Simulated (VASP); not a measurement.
# ZnO (P6_3/mmc) in VASP: a series of runs, part 2 of 2

VASP 6.6.1. Earlier steps stand in the parts before.

## 4. Single point, PBE+D3(BJ)

This run uses another cell than the first one, of the same volume but with other edges.

The input, INCAR:

```
SYSTEM = ZnO
  PREC = Accurate
  ENCUT = 520
  EDIFF = 1E-6
  ISMEAR = 0
  SIGMA = 0.05
  LREAL = .False.
  LASPH = .True.
  NELM = 60
  ALGO = Normal
  ISIF = 2
  LWAVE = .False.
  LCHARG = .False.
  GGA = PE
  IVDW = 12
  NBANDS = 26
```

The input, KPOINTS:

```
regular mesh
0
Gamma
  12 12 6
  0 0 0
```

The input, POSCAR:

```
ZnO
1.0
    3.3583309426      0.0000000000      0.0000000000
   -1.6791654713      2.9083999106      0.0000000000
    0.0000000000      0.0000000000      5.8352926986
Zn O
2 2
Direct
    0.0000000000      0.0000000000      0.7500000000
    0.0000000000      0.0000000000      0.2500000000
    0.3333333333      0.6666666667      0.2500000000
    0.6666666667      0.3333333333      0.7500000000
```

Potentials or basis: VASP PAW PBE potentials, release 64 (Zn, O).

Launch:

```sh
cat potpaw_PBE.64/Zn/POTCAR potpaw_PBE.64/O/POTCAR > POTCAR
mpirun -np 1 vasp_std > vasp.out
```

OUTCAR:

```text
SYSTEM = ZnO
   PREC = Accurate
   ENCUT = 520
   EDIFF = 1E-6
   ISMEAR = 0
   LREAL = .False.
   LASPH = .True.
   NELM = 60
   ISIF = 2
   GGA = PE
   IVDW = 12
 IVDW          = 12

 ion  position               nearest neighbor table
   1  0.000  0.000  0.750-   4 1.94   4 1.94   4 1.94   2 2.92   2 2.92
   2  0.000  0.000  0.250-   3 1.94   3 1.94   3 1.94   1 2.92   1 2.92
   3  0.333  0.667  0.250-   2 1.94   2 1.94   2 1.94
   4  0.667  0.333  0.750-   1 1.94   1 1.94   1 1.94

  LATTYP: Found a hexagonal cell.
 ALAT       =     3.3583309426
 C/A-ratio  =     1.7375573755

  Lattice vectors:

 A1 = (   3.3583309426,   0.0000000000,   0.0000000000)
 A2 = (  -1.6791654713,   2.9083999106,   0.0000000000)
 A3 = (   0.0000000000,   0.0000000000,   5.8352926986)

Analysis of symmetry for initial positions (statically):
=====================================================================
 Subroutine PRICEL returns:
 Original cell was already a primitive cell.

 Routine SETGRP: Setting up the symmetry group for a
 hexagonal supercell.

 Subroutine GETGRP returns: Found 24 space group operations
 (whereof 12 operations were pure point group operations)
 out of a pool of 24 trial point group operations.

The static configuration has the point symmetry D_3d.
 The point group associated with its full space group is D_6h.

Analysis of symmetry for dynamics (positions and initial velocities):
=====================================================================
 Subroutine PRICEL returns:
 Original cell was already a primitive cell.

 Routine SETGRP: Setting up the symmetry group for a
 hexagonal supercell.

 Subroutine GETGRP returns: Found 24 space group operations
 (whereof 12 operations were pure point group operations)
 out of a pool of 24 trial point group operations.

The dynamic configuration has the point symmetry D_3d.
 The point group associated with its full space group is D_6h.

 Subroutine INISYM returns: Found 24 space group operations
 (whereof 12 operations are pure point group operations),
 and found     1 'primitive' translations

[... 119 lines left out ...]
  volume/ion in A,a.u.               =      14.25        96.16
  Fermi-wavevector in a.u.,A,eV,Ry     =   1.404631  2.654368 26.844134  1.972988
  Thomas-Fermi vector in A             =   2.527173
   LORBIT       =      0    0 simple, 1 ext, 2 COOP (PROOUT), +10 PAW based schemes
   GGA     = PE    functional components
   LHFCALC =     F    Hartree Fock is set to
   AEXX    =    0.0000 exact exchange contribution
   IVDW    =    12    specifies the selected vdW correction
   LEPSILON=     F    determine dielectric tensor
   LRPA    =     F    only Hartree local field effects (RPA)
 non-spin polarized calculation
 Gauss-broadening in eV      SIGMA  =   0.05
  energy-cutoff  :      520.00
  volume of cell :       57.00
 maximum number of plane-waves:      1581
 NGX is ok and might be reduce to    28

 number of electron      36.0000008 magnetization

 Free energy of the ion-electron system (eV)
  ---------------------------------------------------
  ext. energy  EPLUGINS =         0.00000000
  ---------------------------------------------------
  free energy    TOTEN  =       -16.79036974 eV

  energy without entropy =      -16.79036974  energy(sigma->0) =      -16.79036974

 E-fermi :  -0.0076     XC(G=0):  -9.9580

 val. band max:       -0.2503112900   @ k =   0.0000   0.0000   0.0000
 cond. band min:       0.3093500205   @ k =   0.0000   0.0000   0.0000
 fundamental gap:      0.5596613105
 Fermi energy:        -0.0076297602

 k-point     1 :       0.0000    0.0000    0.0000
  band No.  band energies     occupation
      1     -17.3664      2.00000
      2     -17.0532      2.00000
      3      -6.1104      2.00000
      4      -6.1104      2.00000
      5      -6.0303      2.00000
      6      -6.0303      2.00000
[... 685 lines left out ...]
     25      13.0548      0.00000
     26      14.0723      0.00000

 [... further k-points ...]

------------------------ aborting loop because EDIFF is reached ----------------------------------------

 Edisp (eV)   -0.75234

 E8    (eV) :    -0.2865

  FORCE on cell =-STRESS in cart. coord.  units (eV):
  Direction    XX          YY          ZZ          XY          YZ          ZX
  --------------------------------------------------------------------------------------
  -------------------------------------------------------------------------------------
  Total      -3.76462    -3.76462     0.49027     0.00000     0.00000     0.00000
  in kB    -105.82571  -105.82571    13.78191     0.00000     0.00000     0.00000
  external pressure =      -65.96 kB  Pullay stress =        0.00 kB

 VOLUME and BASIS-vectors are now :
 -----------------------------------------------------------------------------
  energy-cutoff  :      520.00
  volume of cell :       57.00
      direct lattice vectors                 reciprocal lattice vectors
     3.358330943  0.000000000  0.000000000     0.297766961  0.171915835  0.000000000
    -1.679165471  2.908399911  0.000000000     0.000000000  0.343831671  0.000000000
     0.000000000  0.000000000  5.835292699     0.000000000  0.000000000  0.171371009

 POSITION                                       TOTAL-FORCE (eV/Angst)
 -----------------------------------------------------------------------------------
      0.00000      0.00000      4.37647        -0.000000     -0.000000     -0.000000
      0.00000      0.00000      1.45882        -0.000000      0.000000     -0.000000
     -0.00000      1.93893      1.45882         0.000000      0.000000      0.000000
      1.67917      0.96947      4.37647        -0.000000     -0.000000      0.000000
 -----------------------------------------------------------------------------------
    total drift:                                0.000000     -0.000000      0.000000

  FREE ENERGIE OF THE ION-ELECTRON SYSTEM (eV)
  ---------------------------------------------------
  free  energy   TOTEN  =       -17.5427091961 eV

  energy  without entropy=      -17.5427091961  energy(sigma->0) =      -17.54270920
```

Run time: 3.1 min. Hardware: 1 thread of Intel Xeon 8259CL, shared host; peak memory 0.25 GiB.

Results:

```yaml
Free_energy: -17.5427 eV
Pressure: -6.6 GPa
Band_gap_on_the_k_mesh: 0.56 eV
Dispersion_energy_per_atom: -0.188 eV
```

Stress tensor (GPa, compression positive):
```
-10.58   0.00   0.00
  0.00 -10.58   0.00
  0.00   0.00   1.38
```

Levels at points of the mesh, in eV from the valence-band top:
```csv
k point,band 14,band 15,band 16,band 17,band 18,band 19,band 20,band 21,band 22,band 23
"(0.00, 0.00, 0.00)",-0.67,-0.03,-0.03,0.00,0.00,0.56,4.47,5.87,11.92,11.92
"(0.50, 0.00, 0.00)",-2.96,-1.83,-1.47,-0.75,-0.74,4.47,5.11,6.42,9.39,9.64
"(0.00, 0.00, 0.50)",-2.24,-0.01,-0.01,-0.01,-0.01,2.36,2.36,9.25,9.25,12.63
"(0.50, 0.00, 0.50)",-3.81,-1.64,-1.64,-0.59,-0.59,4.55,4.55,8.34,8.34,10.71
```

Caveat: the stress differs along the axes, from -11 to 1 GPa; semilocal functionals underestimate gaps, and a narrow one can read as zero. A k mesh can miss the band edges.

## 5. The runs side by side

| cell | gap on the mesh (eV) | pressure (GPa) |
| --- | --- | --- |
| a = 3.448, b = 3.448, c = 5.535 Å, angles 90.0, 90.0, 120.0°, 4 atoms | 0.37 | -11.9 |
| a = 3.074, b = 3.074, c = 6.966 Å, angles 90.0, 90.0, 120.0°, 4 atoms | 0.79 | 24.9 |
| a = 3.358, b = 3.358, c = 5.835 Å, angles 90.0, 90.0, 120.0°, 4 atoms | 0.56 | -6.6 |

Alike in all rows: task single point; level PBE+D3(BJ); potentials or basis VASP PAW PBE potentials, release 64 (Zn, O); no spin polarisation; k mesh 12 × 12 × 6; cutoff (eV) 520; smearing gaussian 0.05 eV.

Caveats: semilocal functionals underestimate gaps, and a narrow one can read as zero; the stress differs along the axes, from -20 to 3 GPa (at least some runs); the stress differs along the axes, from -2 to 38 GPa (at least some runs); the stress differs along the axes, from -11 to 1 GPa (at least some runs).

Total energies depend on the potentials used, so only differences within one code and one set of settings carry meaning.
